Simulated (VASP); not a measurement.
# Mo (Im-3m) in VASP: further runs

Mo is run at these levels: LDA; tasks: single point, relaxation of cell and atoms.

Program: VASP 6.6.1. These are calculated values, not measurements. Logs are shortened: lines on timing, memory, paths and dates and some standing lists are left out, and cuts for length are marked.

## Step 1: The cell of the first run

The structure is cubic, space group Im-3m (No. 229). The conventional cell has a = 3.111 Å, b = 3.111 Å, c = 3.111 Å, α = 90.00°, β = 90.00°, γ = 90.00°. Mo (site symmetry m-3m) has 14 Mo at 2.69 to 3.11 Å within 3.6 Å.

## Step 2: Single point, LDA

INCAR reads:

```
ALGO = Normal ; EDIFF = 1E-6
ENCUT = 520 ; ISIF = 2
ISMEAR = 0 ; LASPH = T
LCHARG = T ; LELF = T
LREAL = F ; LVHAR = T
LWAVE = F ; NBANDS = 13
NELM = 80 ; PREC = Accurate
SIGMA = 0.1
```

KPOINTS reads:

```
k-points
0
Gamma
  18 18 18
```

POSCAR reads:

```
Mo
1.0
   -1.5556628933      1.5556628933      1.5556628933
    1.5556628933     -1.5556628933      1.5556628933
    1.5556628933      1.5556628933     -1.5556628933
Mo
1
Direct
    0.0000000000      0.0000000000      0.0000000000
```

Potentials or basis: VASP PAW LDA potentials, release 64 (Mo_sv).

The run is started by

```sh
> cat potpaw_LDA.64/Mo_sv/POTCAR > POTCAR
> mpirun -np 1 vasp_std > vasp.out
```

OUTCAR:

```text
EDIFF = 1E-6
   ENCUT = 520
   ISIF = 2
   ISMEAR = 0
   LASPH = T
   LREAL = F
   NELM = 80
   PREC = Accurate

 ion  position               nearest neighbor table
   1  0.000  0.000  0.000-

  LATTYP: Found a body centered cubic cell.
 ALAT       =     3.1113257866

  Lattice vectors:

 A1 = (  -1.5556628933,   1.5556628933,   1.5556628933)
 A2 = (   1.5556628933,  -1.5556628933,   1.5556628933)
 A3 = (   1.5556628933,   1.5556628933,  -1.5556628933)

Analysis of symmetry for initial positions (statically):
=====================================================================
 Subroutine PRICEL returns:
 Original cell was already a primitive cell.

 Routine SETGRP: Setting up the symmetry group for a
 body centered cubic supercell.

 Subroutine GETGRP returns: Found 48 space group operations
 (whereof 48 operations were pure point group operations)
 out of a pool of 48 trial point group operations.

The static configuration has the point symmetry O_h .

Analysis of symmetry for dynamics (positions and initial velocities):
=====================================================================
 Subroutine PRICEL returns:
 Original cell was already a primitive cell.

 Routine SETGRP: Setting up the symmetry group for a
 body centered cubic supercell.

 Subroutine GETGRP returns: Found 48 space group operations
 (whereof 48 operations were pure point group operations)
 out of a pool of 48 trial point group operations.

The dynamic configuration has the point symmetry O_h .

 Subroutine INISYM returns: Found 48 space group operations
 (whereof 48 operations are pure point group operations),
 and found     1 'primitive' translations

----------------------------------------------------------------------------------------

                                     Primitive cell

  volume of cell :      15.0594

  direct lattice vectors                    reciprocal lattice vectors
    -1.555662893  1.555662893  1.555662893     0.000000000  0.321406393  0.321406393
     1.555662893 -1.555662893  1.555662893     0.321406393  0.000000000  0.321406393
     1.555662893  1.555662893 -1.555662893     0.321406393  0.321406393  0.000000000

  length of vectors
     2.694487171  2.694487171  2.694487171     0.454537281  0.454537281  0.454537281

  position of ions in fractional coordinates (direct lattice)
     0.000000000  0.000000000  0.000000000

  ion indices of the primitive-cell ions
   primitive index   ion index
[... 80 lines left out ...]
   ISYM   =      2    0-nonsym 1-usesym 2-fastsym
   POTIM  = 0.5000    time-step for ionic-motion
   TEBEG  =    0.0;   TEEND  =   0.0 temperature during run
   PSTRESS=    0.0 pullay stress
   NELECT =      14.0000    total number of electrons
   NUPDOWN=      -1.0000    fix difference up-down
   EMIN   =  10.00;   EMAX   =-10.00  energy-range for DOS
   EFERMI =   0.00;   METHOD = LEGACY
   ISMEAR =     0;   SIGMA  =   0.10  broadening in eV -4-tet -1-fermi 0-gaus
   EFERMI_NEDOS =   21; number of points for ismear=-14 and -15
   IALGO  =     38    algorithm
   IMIX   =      4    mixing-type and parameters
     AMIX     =   0.40;   BMIX     =  1.00
     AMIX_MAG =   1.60;   BMIX_MAG =  1.00
  volume/ion in A,a.u.               =      15.06       101.63
  Fermi-wavevector in a.u.,A,eV,Ry     =   1.597774  3.019355 34.734065  2.552882
  Thomas-Fermi vector in A             =   2.695328
   LORBIT       =      0    0 simple, 1 ext, 2 COOP (PROOUT), +10 PAW based schemes
   GGA     = CA    functional components
   LHFCALC =     F    Hartree Fock is set to
   AEXX    =    0.0000 exact exchange contribution
   IVDW    =     0    specifies the selected vdW correction
   LEPSILON=     F    determine dielectric tensor
   LRPA    =     F    only Hartree local field effects (RPA)
 non-spin polarized calculation
 Gauss-broadening in eV      SIGMA  =   0.10
  energy-cutoff  :      520.00
  volume of cell :       15.06
 maximum number of plane-waves:       420
   NGX =  9   NGY =  9   NGZ =  9

 number of electron      13.9999996 magnetization

 Free energy of the ion-electron system (eV)
  ---------------------------------------------------
  ext. energy  EPLUGINS =         0.00000000
  ---------------------------------------------------
  free energy    TOTEN  =       -12.13022815 eV

  energy without entropy =      -12.12811245  energy(sigma->0) =      -12.12917030

 E-fermi :  13.1119     XC(G=0): -13.8133

 val. band max:       13.0982073726   @ k =  -0.3889   0.4444   0.2778
 cond. band min:      13.1580530093   @ k =  -0.3333   0.3889   0.2778
 fundamental gap:      0.0598456367
 Fermi energy:        13.1118504724

 k-point     1 :       0.0000    0.0000    0.0000
  band No.  band energies     occupation
      1     -47.8682      2.00000
      2     -21.2157      2.00000
      3     -21.2157      2.00000
      4     -21.2157      2.00000
      5       5.7347      2.00000
      6      11.6292      2.00000
      7      11.6292      2.00000
      8      11.6292      2.00000
      9      14.7720      0.00000
     10      14.7720      0.00000
     11      27.9567      0.00000
     12      27.9567      0.00000
     13      27.9567      0.00000
[... 354 lines left out ...]
  band No.  band energies     occupation
      1     -47.5530      2.00000
      2     -22.7149      2.00000
      3     -21.7675      2.00000
      4     -21.3003      2.00000
      5       7.9526      2.00000
      6       9.6557      2.00000
      7      13.1672      0.43380
      8      14.6998      0.00000
      9      15.9173      0.00000
     10      18.7928      0.00000
     11      25.2735      0.00000
     12      26.0662      0.00000
     13      30.5229      0.00000

 [... further k-points ...]

------------------------ aborting loop because EDIFF is reached ----------------------------------------

  FORCE on cell =-STRESS in cart. coord.  units (eV):
  Direction    XX          YY          ZZ          XY          YZ          ZX
  --------------------------------------------------------------------------------------
  -------------------------------------------------------------------------------------
  Total        0.1153651      0.1153651      0.1153651      0.0000000      0.0000000      0.0000000
  in kB       12.2737862     12.2737862     12.2737862      0.0000000      0.0000000      0.0000000
  external PRESSURE =      12.2737862 kB  Pullay stress =       0.0000000 kB

 VOLUME and BASIS-vectors are now :
 -----------------------------------------------------------------------------
  energy-cutoff  :      520.00
  volume of cell :       15.06
      direct lattice vectors                 reciprocal lattice vectors
    -1.555662893  1.555662893  1.555662893     0.000000000  0.321406393  0.321406393
     1.555662893 -1.555662893  1.555662893     0.321406393  0.000000000  0.321406393
     1.555662893  1.555662893 -1.555662893     0.321406393  0.321406393  0.000000000

 POSITION                                       TOTAL-FORCE (eV/Angst)
 -----------------------------------------------------------------------------------
      0.00000      0.00000      0.00000        -0.000000     -0.000000      0.000000
 -----------------------------------------------------------------------------------
    total drift:                                0.000000     -0.000000      0.000000

  FREE ENERGIE OF THE ION-ELECTRON SYSTEM (eV)
  ---------------------------------------------------
  free  energy   TOTEN  =       -12.1302281505 eV

  energy  without entropy=      -12.1281124547  energy(sigma->0) =      -12.12917030
```

OSZICAR:

```text
N       E                     dE             d eps       ncg     rms          rms(c)
DAV:   1     0.968732350122E+02    0.96873E+02   -0.78961E+03  5086   0.111E+03
DAV:   2    -0.116022856774E+02   -0.10848E+03   -0.10439E+03  5660   0.322E+02
DAV:   3    -0.128378922896E+02   -0.12356E+01   -0.12322E+01  5665   0.354E+01
DAV:   4    -0.128408186490E+02   -0.29264E-02   -0.29263E-02  5705   0.205E+00
DAV:   5    -0.128408387913E+02   -0.20142E-04   -0.20143E-04  5760   0.153E-01    0.169E+01
DAV:   6    -0.122297780624E+02    0.61106E+00   -0.70783E-01  5215   0.108E+01    0.449E+00
DAV:   7    -0.121371005331E+02    0.92678E-01   -0.13453E-01  5575   0.434E+00    0.915E-01
DAV:   8    -0.121302441000E+02    0.68564E-02   -0.47051E-03  5245   0.868E-01    0.217E-01
DAV:   9    -0.121302170968E+02    0.27003E-04   -0.13654E-04  5937   0.142E-01    0.782E-02
DAV:  10    -0.121302281246E+02   -0.11028E-04   -0.80228E-06  5330   0.335E-02    0.331E-03
DAV:  11    -0.121302281505E+02   -0.25931E-07   -0.76827E-08  2835   0.352E-03
   1 F= -.12130228E+02 E0= -.12129170E+02  d E =-.211570E-02
```

stdout:

```text
POSCAR found type information on POSCAR Mo
 POSCAR found :  1 types and       1 ions
 scaLAPACK will be used
 LDA part: xc-table for (Slater(with rela. corr.)+CA(PZ))
 , standard interpolation
 POSCAR, INCAR and KPOINTS ok, starting setup
 FFT: planning ... GRIDC
 FFT: planning ... GRID_SOFT
 FFT: planning ... GRID
 WAVECAR not read
 entering main loop
```

Run time: 15 s. Hardware: 1 thread of Intel Xeon Platinum 8488C (Sapphire Rapids), shared host; peak memory 0.14 GiB.

Results:

| Property | Result |
| --- | --- |
| Free energy | -12.1302 eV |
| Pressure | 1.2 GPa |
| Band gap on the k mesh | zero (band 7 reaches 17.30 eV, above the bottom of band 8 at 11.63 eV) |

Levels at points of the mesh, in eV from the Fermi level:
```tsv
k point	band 3	band 4	band 5	band 6	band 7	band 8	band 9	band 10	band 11	band 12
(0.00, 0.00, 0.00)	-34.33	-34.33	-7.38	-1.48	-1.48	-1.48	1.66	1.66	14.84	14.84
(0.50, 0.00, 0.00)	-34.83	-34.34	-5.60	-3.63	1.72	1.80	2.37	5.01	12.01	12.19
(0.50, 0.50, 0.50)	-35.42	-35.42	-5.79	-5.79	4.19	4.19	4.19	9.31	9.31	9.31
```

## Step 3: Relaxation of cell and atoms, LDA

INCAR reads:

```
PREC     = Accurate       # precision mode
ENCUT    = 600            # plane-wave cutoff, eV
EDIFF    = 1E-6           # SCF threshold, eV
ISMEAR   = 0              # smearing method
SIGMA    = 0.1            # smearing width, eV
LREAL    = False          # projectors in reciprocal space
LASPH    = True           # aspherical terms in the spheres
NELM     = 80             # most SCF steps
ALGO     = Normal         # electronic algorithm
ISIF     = 3              # what is computed and relaxed
LWAVE    = False          # write WAVECAR
LCHARG   = False          # write CHGCAR
GGA      = CA             # functional
IBRION   = 2              # ionic algorithm
NSW      = 100            # ionic steps
EDIFFG   = -0.005         # ionic threshold
```

KPOINTS reads:

```
Automatic mesh
0
Gamma
  18 18 18
```

POSCAR reads:

```
Mo
1.0
   -1.5563769271      1.5563769271      1.5563769271
    1.5563769271     -1.5563769271      1.5563769271
    1.5563769271      1.5563769271     -1.5563769271
Mo
1
Direct
    0.0000000000      0.0000000000      0.0000000000
```

Potentials or basis: VASP PAW LDA potentials, release 64 (Mo_sv).

The run is started by

```sh
> cat potpaw_LDA.64/Mo_sv/POTCAR > POTCAR
> mpirun -np 1 vasp_std > vasp.out
```

OUTCAR:

```text
PREC = Accurate
   ENCUT = 600
   EDIFF = 1E-6
   ISMEAR = 0
   LREAL = False
   LASPH = True
   NELM = 80
   ISIF = 3
   GGA = CA
   IBRION = 2
   NSW = 100
   EDIFFG = -0.005

 ion  position               nearest neighbor table
   1  0.000  0.000  0.000-

  LATTYP: Found a body centered cubic cell.
 ALAT       =     3.1127538542

  Lattice vectors:

 A1 = (  -1.5563769271,   1.5563769271,   1.5563769271)
 A2 = (   1.5563769271,  -1.5563769271,   1.5563769271)
 A3 = (   1.5563769271,   1.5563769271,  -1.5563769271)

Analysis of symmetry for initial positions (statically):
=====================================================================
 Subroutine PRICEL returns:
 Original cell was already a primitive cell.

[... 258 lines left out ...]
      1     -47.9348      2.00000
      2     -21.2934      2.00000
      3     -21.2934      2.00000
      4     -21.2934      2.00000
      5       5.6792      2.00000
      6      11.5692      2.00000
      7      11.5692      2.00000
      8      11.5692      2.00000
      9      14.6962      0.00000
     10      14.6962      0.00000
     11      27.8836      0.00000
[... 309 lines left out ...]
 k-point    24 :       0.3889    0.1111    0.0000
  band No.  band energies     occupation
      1     -47.6246      2.00000
      2     -22.7734      2.00000
      3     -21.8383      2.00000
      4     -21.3766      2.00000
      5       7.9072      2.00000
      6       9.6063      2.00000
      7      13.0923      0.48337
      8      14.6227      0.00000
      9      15.8316      0.00000
     10      18.6926      0.00000
     11      25.1517      0.00000

 [... further k-points ...]

------------------------ aborting loop because EDIFF is reached ----------------------------------------

  FORCE on cell =-STRESS in cart. coord.  units (eV):
  Direction    XX          YY          ZZ          XY          YZ          ZX
  --------------------------------------------------------------------------------------
  -------------------------------------------------------------------------------------
  Total       -0.0015036     -0.0015036     -0.0015036      0.0000000      0.0000000      0.0000000
  in kB       -0.1593146     -0.1593146     -0.1593146      0.0000000      0.0000000      0.0000000
  external PRESSURE =      -0.1593146 kB  Pullay stress =       0.0000000 kB
[... 16 lines left out ...]
  FREE ENERGIE OF THE ION-ELECTRON SYSTEM (eV)
  ---------------------------------------------------
  free  energy   TOTEN  =       -12.1304235912 eV

  energy  without entropy=      -12.1282785967  energy(sigma->0) =      -12.12935109

 reached required accuracy - stopping structural energy minimisation
```

OSZICAR:

```text
N       E                     dE             d eps       ncg     rms          rms(c)
DAV:   1     0.106466180803E+03    0.10647E+03   -0.89039E+03  4298   0.147E+03
DAV:   2    -0.112048081744E+02   -0.11767E+03   -0.11389E+03  4557   0.378E+02
DAV:   3    -0.128376799921E+02   -0.16329E+01   -0.16139E+01  4893   0.458E+01
DAV:   4    -0.128425074775E+02   -0.48275E-02   -0.48052E-02  4728   0.282E+00
[... 17 lines left out ...]
DAV:   1    -0.121419342982E+02   -0.12397E-01   -0.29137E-01  4473   0.792E+00    0.134E+00
DAV:   2    -0.121310743296E+02    0.10860E-01   -0.23337E-02  4455   0.205E+00    0.198E-01
DAV:   3    -0.121303119617E+02    0.76237E-03   -0.34398E-03  4638   0.762E-01    0.215E-01
DAV:   4    -0.121304234174E+02   -0.11146E-03   -0.62216E-05  4472   0.918E-02    0.107E-02
DAV:   5    -0.121304235912E+02   -0.17384E-06   -0.64757E-06  4851   0.337E-02
   3 F= -.12130424E+02 E0= -.12129351E+02  d E =-.100176E-03
```

CONTCAR:

```text
Mo
   1.00000000000000
    -1.5577760535474876    1.5577760535474876    1.5577760535474876
     1.5577760535474876   -1.5577760535474876    1.5577760535474876
     1.5577760535474876    1.5577760535474876   -1.5577760535474876
  Mo
     1
Direct
     0.0000000000000000    0.0000000000000000    0.0000000000000000

  0.00000000E+00  0.00000000E+00  0.00000000E+00
```

Run time: 34 s. Hardware: 1 thread of Intel Xeon Platinum 8488C (Sapphire Rapids), shared host; peak memory 0.17 GiB.

What came out:

| Property | Result |
| --- | --- |
| Free energy | -12.1304 eV |
| Relaxed volume | 15.12 Å³/atom |
| Relaxed cell | a = 2.698 Å, b = 2.698 Å, c = 2.698 Å, α = 109.47°, β = 109.47°, γ = 109.47° |
| Space group after relaxing (to 0.05 Å) | Im-3m (No. 229) |
| Energy gained by relaxing | 0.1 meV/atom |
| Ionic steps | 3 |
| Pressure after relaxing | 0.0 GPa |
| Band gap on the k mesh | zero (band 7 reaches 17.21 eV, above the bottom of band 8 at 11.57 eV) |

Step by step:
| step | energy change (eV) | largest force (eV/Å) | pressure (GPa) | volume (Å³) |
| --- | --- | --- | --- | --- |
| 1 | 0.0000 | 0.0000 | 0.79 | 15.08 |
| 2 | 0.0008 | 0.0000 | -2.31 | 15.24 |
| 3 | -0.0001 | 0.0000 | -0.02 | 15.12 |

Final structure:
```
CELL_PARAMETERS angstrom
-1.55778 1.55778 1.55778
1.55778 -1.55778 1.55778
1.55778 1.55778 -1.55778
ATOMIC_POSITIONS crystal
Mo 0.00000 0.00000 0.00000
```

Levels at points of the mesh, in eV from the Fermi level:
| k point | band 5 | band 6 | band 7 | band 8 | band 9 | band 10 |
| --- | --- | --- | --- | --- | --- | --- |
| (0.00, 0.00, 0.00) | -7.36 | -1.47 | -1.47 | -1.47 | 1.65 | 1.65 |
| (0.50, 0.00, 0.00) | -5.57 | -3.61 | 1.71 | 1.78 | 2.36 | 4.98 |
| (0.50, 0.50, 0.50) | -5.76 | -5.76 | 4.17 | 4.17 | 4.17 | 9.28 |

## Step 4: Single point, LDA

This run uses another cell than the first one: it holds 32 atoms, not 1.

INCAR reads:

```
SYSTEM = Mo
ALGO = Fast
EDIFF = 1E-7
ENCUT = 520
GGA = CA
ISIF = 2
ISMEAR = 0
KPAR = 4
LASPH = .True.
LCHARG = .False.
LREAL = Auto
LWAVE = .False.
NBANDS = 246
NELM = 80
PREC = Accurate
SIGMA = 0.1
```

KPOINTS reads:

```
k-points
0
Gamma
  4 4 4
  0 0 0
```

POSCAR reads:

```
Mo
1.0
    6.2226515732      0.0000000000     -6.2226515732
    6.2226515732     -6.2226515732      0.0000000000
    0.0000000000     -6.2226515732     -6.2226515732
Mo
32
Direct
    0.8750000000      0.8750000000      0.8750000000
    0.8750000000      0.3750000000      0.8750000000
    0.3750000000      0.8750000000      0.8750000000
    0.7500000000      0.7500000000      0.7500000000
    0.3750000000      0.3750000000      0.8750000000
    0.7500000000      0.2500000000      0.7500000000
    0.2500000000      0.7500000000      0.7500000000
    0.6250000000      0.6250000000      0.6250000000
    0.8750000000      0.8750000000      0.3750000000
    0.2500000000      0.2500000000      0.7500000000
    0.6250000000      0.1250000000      0.6250000000
    0.1250000000      0.6250000000      0.6250000000
    0.5000000000      0.5000000000      0.5000000000
    0.8750000000      0.3750000000      0.3750000000
    0.3750000000      0.8750000000      0.3750000000
    0.7500000000      0.7500000000      0.2500000000
    0.1250000000      0.1250000000      0.6250000000
    0.5000000000      0.0000000000      0.5000000000
    0.0000000000      0.5000000000      0.5000000000
    0.3750000000      0.3750000000      0.3750000000
    0.7500000000      0.2500000000      0.2500000000
    0.2500000000      0.7500000000      0.2500000000
    0.6250000000      0.6250000000      0.1250000000
    0.0000000000      0.0000000000      0.5000000000
    0.2500000000      0.2500000000      0.2500000000
    0.6250000000      0.1250000000      0.1250000000
    0.1250000000      0.6250000000      0.1250000000
    0.5000000000      0.5000000000      0.0000000000
    0.1250000000      0.1250000000      0.1250000000
    0.5000000000      0.0000000000      0.0000000000
    0.0000000000      0.5000000000      0.0000000000
    0.0000000000      0.0000000000      0.0000000000
```

The run is started by

```sh
> cat potpaw_LDA.64/Mo_sv/POTCAR > POTCAR
> mpirun -np 4 vasp_std > vasp.out
```

It took 13 min on 4 MPI ranks of Intel Xeon Platinum 8488C (Sapphire Rapids), shared host; peak memory 0.92 GiB.

The run converged. Its results:

| Quantity | Value |
| --- | --- |
| Free energy | -388.1091 eV |
| Pressure | 1.5 GPa |
| Band gap on the k mesh | zero (band 224 reaches 13.26 eV, above the bottom of band 225 at 12.91 eV) |

Levels at points of the mesh, in eV from the Fermi level:
| k point | band 220 | band 221 | band 222 | band 223 | band 224 | band 225 | band 226 | band 227 | band 228 | band 229 |
| --- | --- | --- | --- | --- | --- | --- | --- | --- | --- | --- |
| (0.00, 0.00, 0.00) | -0.67 | -0.67 | -0.67 | -0.67 | -0.67 | 0.88 | 0.88 | 0.88 | 0.88 | 0.88 |
| (0.50, 0.00, 0.00) | -0.59 | -0.59 | -0.59 | -0.23 | -0.23 | 0.12 | 0.12 | 0.12 | 0.12 | 0.12 |
| (0.50, 0.50, 0.00) | -0.84 | -0.52 | -0.52 | -0.52 | -0.52 | -0.01 | -0.01 | 0.29 | 0.29 | 0.29 |

## Step 5: Overview

| task | cell | k mesh | cutoff (eV) | gap on the mesh (eV) | pressure (GPa) |
| --- | --- | --- | --- | --- | --- |
| single point | a = 2.694 Å, angles 109.5°, 1 atom | 18 × 18 × 18 | 520 | none | 1.2 |
| relaxation of cell and atoms | relaxed from a = 2.696 Å, angles 109.5°, 1 atom | 18 × 18 × 18 | 600 | none | 0.0 |
| single point | a = 8.800 Å, angles 60.0°, 32 atoms | 4 × 4 × 4 | 520 | none | 1.5 |

Alike in all rows: level LDA; potentials or basis VASP PAW LDA potentials, release 64 (Mo_sv); no spin polarisation; smearing gaussian 0.1 eV.

Total energies depend on the potentials used, so only differences within one code and one set of settings carry meaning.
